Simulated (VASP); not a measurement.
**MoS2: relaxation of shape and atoms at fixed volume with PBE+D3(BJ)**

Crystal: MoS2.

```
CELL_PARAMETERS angstrom
3.16900 0.00000 0.00000
-1.58450 2.74443 0.00000
0.00000 0.00000 12.32400
ATOMIC_POSITIONS crystal
Mo 0.33333 0.66667 0.25000
Mo 0.66667 0.33333 0.75000
S 0.33333 0.66667 0.62300
S 0.66667 0.33333 0.12300
S 0.33333 0.66667 0.87700
S 0.66667 0.33333 0.37700
```

```yaml
Program: VASP 6.6.1
Task: relaxation of shape and atoms at fixed volume
Functional: PBE
Dispersion: D3(BJ)
Potentials_or_basis: VASP PAW PBE potentials, release 64 (Mo_sv, S)
Cutoff: 600 eV
k_mesh: 10 × 10 × 2
Occupations: gaussian, width 0.05 eV
Spin: no spin polarisation
Dipole_correction: no
Further_INCAR_settings: ALGO = Normal; EDIFF = 1e-06; IBRION = 2; EDIFFG = -0.01; NSW = 60; ISIF = 4
```

```yaml
Energy_gained_by_relaxing: 0.3 meV/atom
Ionic_steps: 6
Pressure_after_relaxing: -1.3 GPa
Band_gap_on_the_k_mesh: 0.98 eV, indirect (least direct gap 1.90 eV)
Dispersion_energy_per_atom: -0.423 eV
```

The path:
```csv
step,energy change (eV),largest force (eV/Å),pressure (GPa),volume (Å³)
1,0.0000,0.0757,-2.05,107.18
2,-0.0011,0.0301,-1.70,107.18
3,-0.0016,0.0146,-1.38,107.18
4,-0.0017,0.0299,-1.29,107.18
5,-0.0019,0.0157,-1.29,107.18
6,-0.0020,0.0008,-1.29,107.18
```

Final structure:
```cif
data_structure
_symmetry_space_group_name_H-M 'P 1'
_symmetry_Int_Tables_number 1
_cell_length_a 3.1611
_cell_length_b 3.1611
_cell_length_c 12.3856
_cell_angle_alpha 90.000
_cell_angle_beta 90.000
_cell_angle_gamma 120.000
_cell_volume 107.18
loop_
_atom_site_label
_atom_site_type_symbol
_atom_site_fract_x
_atom_site_fract_y
_atom_site_fract_z
_atom_site_occupancy
Mo1 Mo 0.33333 0.66667 0.25000 1
Mo2 Mo 0.66667 0.33333 0.75000 1
S1 S 0.33333 0.66667 0.62371 1
S2 S 0.66667 0.33333 0.12371 1
S3 S 0.33333 0.66667 0.87629 1
S4 S 0.66667 0.33333 0.37629 1
```

Levels at points of the mesh, in eV from the valence-band top:
```
           k point  band 24  band 25  band 26  band 27  band 28  band 29
(0.00, 0.00, 0.00)    -1.22    -1.13     0.00     2.16     2.16     2.19
(0.50, 0.00, 0.00)    -1.49    -1.36    -1.25     1.67     1.71     2.07
(0.00, 0.00, 0.50)    -2.11    -0.27    -0.27     2.16     2.16     2.16
(0.50, 0.00, 0.50)    -1.58    -1.30    -1.30     1.69     1.69     2.21
```

Wall time 6.7 min on 1 thread of AMD EPYC 9R45 (Zen 5), with other jobs on the host, peak memory 0.28 GiB.

A k mesh can miss the band edges. PBE gaps usually lie below the measured ones, often by a third to a half.
